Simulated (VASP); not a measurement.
# SnSe (Fm-3m) in VASP: a series of runs, part 2 of 3

VASP 6.6.1. The steps go on from the part before.

### Step 3. Electric field gradients, PBEsol (volume scaled by 0.7)

Input file INCAR:

```
SYSTEM = SnSe
  PREC = Accurate
  ENCUT = 520
  EDIFF = 1E-8
  ISMEAR = -1
  SIGMA = 0.05
  LREAL = .FALSE.
  LASPH = .TRUE.
  NELM = 60
  ALGO = Normal
  ISIF = 2
  LWAVE = .FALSE.
  LCHARG = .FALSE.
  GGA = PS
  LEFG = .TRUE.
  NBANDS = 17
```

Input file KPOINTS:

```
regular mesh
0
G
  10 10 10
  0 0 0
```

Input file POSCAR:

```
SnSe
1.0
    0.0000000000      2.6729761406      2.6729761406
    2.6729761406      0.0000000000      2.6729761406
    2.6729761406      2.6729761406      0.0000000000
Sn Se
1 1
Direct
    0.0000000000      0.0000000000      0.0000000000
    0.5000000000      0.5000000000      0.5000000000
```

Potentials or basis: VASP PAW PBE potentials, release 64 (Sn_d, Se).

Command:

```console
$ cat potpaw_PBE.64/Sn_d/POTCAR potpaw_PBE.64/Se/POTCAR > POTCAR
$ mpirun -np 1 vasp_std > vasp.out
```

OUTCAR:

```text
SYSTEM = SnSe
   PREC = Accurate
   ENCUT = 520
   EDIFF = 1E-8
   ISMEAR = -1
   LREAL = .FALSE.
   LASPH = .TRUE.
   NELM = 60
   ISIF = 2
   GGA = PS

 ion  position               nearest neighbor table
   1  0.000  0.000  0.000-   2 2.67   2 2.67   2 2.67   2 2.67   2 2.67   2 2.67
   2  0.500  0.500  0.500-   1 2.67   1 2.67   1 2.67   1 2.67   1 2.67   1 2.67

  LATTYP: Found a face centered cubic cell.
 ALAT       =     5.3459522812

  Lattice vectors:

 A1 = (   0.0000000000,   2.6729761406,   2.6729761406)
 A2 = (   2.6729761406,   0.0000000000,   2.6729761406)
 A3 = (   2.6729761406,   2.6729761406,   0.0000000000)

Analysis of symmetry for initial positions (statically):
=====================================================================
 Subroutine PRICEL returns:
 Original cell was already a primitive cell.

 Routine SETGRP: Setting up the symmetry group for a
 face centered cubic supercell.

 Subroutine GETGRP returns: Found 48 space group operations
 (whereof 48 operations were pure point group operations)
 out of a pool of 48 trial point group operations.

The static configuration has the point symmetry O_h .

Analysis of symmetry for dynamics (positions and initial velocities):
=====================================================================
 Subroutine PRICEL returns:
 Original cell was already a primitive cell.

 Routine SETGRP: Setting up the symmetry group for a
 face centered cubic supercell.

 Subroutine GETGRP returns: Found 48 space group operations
 (whereof 48 operations were pure point group operations)
 out of a pool of 48 trial point group operations.

[... 150 lines left out ...]
 cond. band min:      10.7645052534   @ k =  -0.4000   0.2000   0.1000
 fundamental gap:      0.1014184318
 Fermi energy:        10.6921436406

 k-point     1 :       0.0000    0.0000    0.0000
  band No.  band energies     occupation
      1     -11.6296      2.00000
      2     -11.6296      2.00000
      3     -11.6046      2.00000
      4     -11.6046      2.00000
      5     -11.6046      2.00000
      6      -6.7926      2.00000
[... 457 lines left out ...]
      4     -11.5486      2.00000
      5     -11.5450      2.00000
      6      -4.8165      2.00000
[... 9 lines left out ...]
     16      22.1331      0.00000
     17      22.7528      0.00000

 [... further k-points ...]
[... 5 lines left out ...]
  --------------------------------------------------------------------------------------
  -------------------------------------------------------------------------------------
  Total        8.4987811      8.4987811      8.4987811     -0.0000000     -0.0000000      0.0000000
  in kB      356.4938027    356.4938027    356.4938027     -0.0000000     -0.0000000      0.0000000
  external PRESSURE =     356.4938027 kB  Pullay stress =       0.0000000 kB

 VOLUME and BASIS-vectors are now :
 -----------------------------------------------------------------------------
  energy-cutoff  :      520.00
  volume of cell :       38.20
      direct lattice vectors                 reciprocal lattice vectors
     0.000000000  2.672976141  2.672976141    -0.187057412  0.187057412  0.187057412
     2.672976141  0.000000000  2.672976141     0.187057412 -0.187057412  0.187057412
     2.672976141  2.672976141  0.000000000     0.187057412  0.187057412 -0.187057412

 POSITION                                       TOTAL-FORCE (eV/Angst)
 -----------------------------------------------------------------------------------
      0.00000      0.00000      0.00000        -0.000000     -0.000000      0.000000
      2.67298      2.67298      2.67298         0.000000      0.000000     -0.000000
 -----------------------------------------------------------------------------------
    total drift:                               -0.000000      0.000000      0.000000

  FREE ENERGIE OF THE ION-ELECTRON SYSTEM (eV)
  ---------------------------------------------------
  free  energy   TOTEN  =        -7.7634956420 eV

  energy  without entropy=       -7.7604306161  energy(sigma->0) =       -7.76196313

 Electric field gradients (V/A^2)
---------------------------------------------------------------------
 ion       V_xx      V_yy      V_zz      V_xy      V_xz      V_yz
---------------------------------------------------------------------
   1       0.000     0.000    -0.000    -0.000    -0.000    -0.000
   2       0.000    -0.000     0.000     0.000     0.000     0.000
---------------------------------------------------------------------

 Electric field gradients after diagonalization (V/A^2)
 (convention: |V_zz| > |V_xx| > |V_yy|)
----------------------------------------------------------------------
 ion       V_xx      V_yy      V_zz     asymmetry (V_yy - V_xx)/ V_zz
----------------------------------------------------------------------
   1       0.000     0.000    -0.001       0.000
   2      -0.000    -0.000     0.000       0.000
----------------------------------------------------------------------

           NMR quadrupolar parameters

 Cq : quadrupolar parameter    Cq=e*Q*V_zz/h
 eta: asymmetry parameters     (V_yy - V_xx)/ V_zz
 Q  : nuclear electric quadrupole moment in mb (millibarn)
----------------------------------------------------------------------
 ion       Cq(MHz)       eta       Q (mb)
----------------------------------------------------------------------
   1      -0.000       0.000       1.000
   2       0.000       0.000       1.000
----------------------------------------------------------------------
```

OSZICAR:

```text
N       E                     dE             d eps       ncg     rms          rms(c)
DAV:   1     0.134924305703E+03    0.13492E+03   -0.99507E+03  1648   0.162E+03
DAV:   2     0.334849651330E+01   -0.13158E+03   -0.12717E+03  1686   0.368E+02
DAV:   3    -0.762072816083E+01   -0.10969E+02   -0.10868E+02  1974   0.906E+01
DAV:   4    -0.785481680937E+01   -0.23409E+00   -0.23387E+00  1929   0.136E+01
DAV:   5    -0.786059878769E+01   -0.57820E-02   -0.57816E-02  2101   0.214E+00    0.661E+00
DAV:   6    -0.777974718047E+01    0.80852E-01   -0.10662E-01  2346   0.310E+00    0.402E+00
DAV:   7    -0.776483083897E+01    0.14916E-01   -0.51107E-02  2224   0.156E+00    0.724E-01
DAV:   8    -0.776347547804E+01    0.13554E-02   -0.69245E-03  2316   0.843E-01    0.111E-01
DAV:   9    -0.776349526032E+01   -0.19782E-04   -0.33845E-04  1886   0.178E-01    0.544E-02
DAV:  10    -0.776349583203E+01   -0.57172E-06   -0.17347E-05  2287   0.424E-02    0.140E-02
DAV:  11    -0.776349547545E+01    0.35658E-06   -0.39431E-06  2384   0.253E-02    0.538E-03
DAV:  12    -0.776349569565E+01   -0.22020E-06   -0.36450E-07  1853   0.448E-03    0.174E-03
DAV:  13    -0.776349563820E+01    0.57448E-07   -0.70730E-08  1967   0.168E-03    0.462E-04
DAV:  14    -0.776349564196E+01   -0.37621E-08   -0.51475E-09   920   0.112E-03
   1 F= -.77634956E+01 E0= -.77619631E+01  d E =-.306503E-02
```

Wall time 41 s (1 thread of AMD EPYC 7R13, shared host); peak memory 0.15 GiB.

Results:

* Free energy: -7.7635 eV
* Pressure: 35.6 GPa
* Band gap on the k mesh: 0.10 eV, indirect (least direct gap 0.49 eV)

Caveat: without QUAD_EFG the Cq values of the log hold for a quadrupole moment of 1 mb, not for the nuclei; the PAW data sets were made with another functional, which shifts forces and pressure a little; spin-orbit coupling is left out, which moves the levels of the heavy elements. A k mesh can miss the band edges.

### Step 4. Electric field gradients, PBEsol (volume scaled by 0.85)

Input file INCAR:

```
SYSTEM = SnSe
PREC = Accurate
ENCUT = 520
EDIFF = 1E-8
ISMEAR = -1
SIGMA = 0.05
LREAL = .FALSE.
LASPH = .TRUE.
NELM = 60
ALGO = Normal
ISIF = 2
LWAVE = .FALSE.
LCHARG = .FALSE.
GGA = PS
LEFG = .TRUE.
NBANDS = 17
```

Input file KPOINTS:

```
Automatic mesh
0
G
  10 10 10
  0 0 0
```

Input file POSCAR:

```
SnSe
1.0
    0.0000000000      2.8516882363      2.8516882363
    2.8516882363      0.0000000000      2.8516882363
    2.8516882363      2.8516882363      0.0000000000
Sn Se
1 1
Direct
    0.0000000000      0.0000000000      0.0000000000
    0.5000000000      0.5000000000      0.5000000000
```

Potentials or basis: VASP PAW PBE potentials, release 64 (Sn_d, Se).

Command:

```console
$ cat potpaw_PBE.64/Sn_d/POTCAR potpaw_PBE.64/Se/POTCAR > POTCAR
$ mpirun -np 1 vasp_std > vasp.out
```

OUTCAR:

```text
SYSTEM = SnSe
   PREC = Accurate
   ENCUT = 520
   EDIFF = 1E-8
   ISMEAR = -1
   LREAL = .FALSE.
   LASPH = .TRUE.
   NELM = 60
   ISIF = 2
   GGA = PS

 ion  position               nearest neighbor table
   1  0.000  0.000  0.000-   2 2.85   2 2.85   2 2.85   2 2.85   2 2.85   2 2.85
   2  0.500  0.500  0.500-   1 2.85   1 2.85   1 2.85   1 2.85   1 2.85   1 2.85

  LATTYP: Found a face centered cubic cell.
 ALAT       =     5.7033764726

  Lattice vectors:

 A1 = (   0.0000000000,   2.8516882363,   2.8516882363)
 A2 = (   2.8516882363,   0.0000000000,   2.8516882363)
 A3 = (   2.8516882363,   2.8516882363,   0.0000000000)

Analysis of symmetry for initial positions (statically):
=====================================================================
 Subroutine PRICEL returns:
 Original cell was already a primitive cell.

 Routine SETGRP: Setting up the symmetry group for a
 face centered cubic supercell.

 Subroutine GETGRP returns: Found 48 space group operations
 (whereof 48 operations were pure point group operations)
 out of a pool of 48 trial point group operations.

The static configuration has the point symmetry O_h .

Analysis of symmetry for dynamics (positions and initial velocities):
=====================================================================
 Subroutine PRICEL returns:
 Original cell was already a primitive cell.

 Routine SETGRP: Setting up the symmetry group for a
 face centered cubic supercell.

 Subroutine GETGRP returns: Found 48 space group operations
 (whereof 48 operations were pure point group operations)
 out of a pool of 48 trial point group operations.

[... 151 lines left out ...]
 cond. band min:       7.8909550113   @ k =  -0.4000   0.1000   0.0000
 fundamental gap:      0.2109741864
 Fermi energy:         7.7687645024

 k-point     1 :       0.0000    0.0000    0.0000
  band No.  band energies     occupation
      1     -14.1317      2.00000
      2     -14.1317      2.00000
      3     -14.1235      2.00000
      4     -14.1235      2.00000
      5     -14.1235      2.00000
      6      -7.7194      2.00000
[... 457 lines left out ...]
      4     -14.0969      2.00000
      5     -14.0954      2.00000
      6      -6.3696      2.00000
[... 9 lines left out ...]
     16      18.6666      0.00000
     17      19.2562      0.00000

 [... further k-points ...]
[... 5 lines left out ...]
  --------------------------------------------------------------------------------------
  -------------------------------------------------------------------------------------
  Total        2.6946048      2.6946048      2.6946048     -0.0000000      0.0000000     -0.0000000
  in kB       93.0828219     93.0828219     93.0828219     -0.0000000      0.0000000     -0.0000000
  external PRESSURE =      93.0828219 kB  Pullay stress =       0.0000000 kB

 VOLUME and BASIS-vectors are now :
 -----------------------------------------------------------------------------
  energy-cutoff  :      520.00
  volume of cell :       46.38
      direct lattice vectors                 reciprocal lattice vectors
     0.000000000  2.851688236  2.851688236    -0.175334735  0.175334735  0.175334735
     2.851688236  0.000000000  2.851688236     0.175334735 -0.175334735  0.175334735
     2.851688236  2.851688236  0.000000000     0.175334735  0.175334735 -0.175334735

 POSITION                                       TOTAL-FORCE (eV/Angst)
 -----------------------------------------------------------------------------------
      0.00000      0.00000      0.00000        -0.000000     -0.000000     -0.000000
      2.85169      2.85169      2.85169         0.000000      0.000000      0.000000
 -----------------------------------------------------------------------------------
    total drift:                               -0.000000      0.000000      0.000000

  FREE ENERGIE OF THE ION-ELECTRON SYSTEM (eV)
  ---------------------------------------------------
  free  energy   TOTEN  =        -8.8123675999 eV

  energy  without entropy=       -8.8109948186  energy(sigma->0) =       -8.81168121

 Electric field gradients (V/A^2)
---------------------------------------------------------------------
 ion       V_xx      V_yy      V_zz      V_xy      V_xz      V_yz
---------------------------------------------------------------------
   1      -0.000     0.000    -0.000     0.000     0.000     0.000
   2       0.000     0.000    -0.000     0.000     0.000     0.000
---------------------------------------------------------------------

 Electric field gradients after diagonalization (V/A^2)
 (convention: |V_zz| > |V_xx| > |V_yy|)
----------------------------------------------------------------------
 ion       V_xx      V_yy      V_zz     asymmetry (V_yy - V_xx)/ V_zz
----------------------------------------------------------------------
   1      -0.000    -0.000     0.001       0.000
   2      -0.000    -0.000     0.000       0.000
----------------------------------------------------------------------

           NMR quadrupolar parameters

 Cq : quadrupolar parameter    Cq=e*Q*V_zz/h
 eta: asymmetry parameters     (V_yy - V_xx)/ V_zz
 Q  : nuclear electric quadrupole moment in mb (millibarn)
----------------------------------------------------------------------
 ion       Cq(MHz)       eta       Q (mb)
----------------------------------------------------------------------
   1       0.000       0.000       1.000
   2       0.000       0.000       1.000
----------------------------------------------------------------------
```

OSZICAR:

```text
N       E                     dE             d eps       ncg     rms          rms(c)
DAV:   1     0.131930840137E+03    0.13193E+03   -0.98210E+03  1631   0.151E+03
DAV:   2     0.310418198041E+01   -0.12883E+03   -0.12500E+03  1679   0.360E+02
DAV:   3    -0.864940904922E+01   -0.11754E+02   -0.11670E+02  2036   0.924E+01
DAV:   4    -0.891808996468E+01   -0.26868E+00   -0.26848E+00  1843   0.145E+01
DAV:   5    -0.892518895830E+01   -0.70990E-02   -0.70986E-02  2262   0.234E+00    0.416E+00
DAV:   6    -0.881965359824E+01    0.10554E+00   -0.20799E-01  2346   0.350E+00    0.256E+00
DAV:   7    -0.881294006071E+01    0.67135E-02   -0.55009E-02  2129   0.131E+00    0.918E-01
DAV:   8    -0.881239265486E+01    0.54741E-03   -0.57494E-03  2085   0.702E-01    0.753E-02
DAV:   9    -0.881236897273E+01    0.23682E-04   -0.60974E-04  2297   0.241E-01    0.515E-02
DAV:  10    -0.881236656841E+01    0.24043E-05   -0.56480E-05  2061   0.546E-02    0.105E-02
DAV:  11    -0.881236775244E+01   -0.11840E-05   -0.86667E-06  2119   0.263E-02    0.554E-03
DAV:  12    -0.881236759725E+01    0.15519E-06   -0.38398E-07  2142   0.697E-03    0.245E-03
DAV:  13    -0.881236759985E+01   -0.26007E-08   -0.86898E-08  2281   0.284E-03
   1 F= -.88123676E+01 E0= -.88116812E+01  d E =-.137278E-02
```

stdout:

```text
POSCAR found type information on POSCAR SnSe
 POSCAR found :  2 types and       2 ions
 scaLAPACK will be used
 -----------------------------------------------------------------------------
|                                                                             |
|                                                                             |
|     You enforced a specific xc type in the INCAR file but a different       |
|     I HOPE YOU KNOW WHAT YOU ARE DOING!                                     |
|                                                                             |
 -----------------------------------------------------------------------------

 LDA part: xc-table for (Slater+PW92), standard interpolation
 POSCAR, INCAR and KPOINTS ok, starting setup
 FFT: planning ... GRIDC
 FFT: planning ... GRID_SOFT
 FFT: planning ... GRID
 WAVECAR not read
 entering main loop
ion   1

ion   2
```

Wall time 48 s (1 thread of AMD EPYC 7R13, shared host); peak memory 0.16 GiB.

Results:

* Free energy: -8.8124 eV
* Pressure: 9.3 GPa
* Band gap on the k mesh: 0.21 eV, indirect (least direct gap 0.49 eV)

Caveat: without QUAD_EFG the Cq values of the log hold for a quadrupole moment of 1 mb, not for the nuclei; the PAW data sets were made with another functional, which shifts forces and pressure a little; spin-orbit coupling is left out, which moves the levels of the heavy elements. A k mesh can miss the band edges.

[end of part 2 of 3]
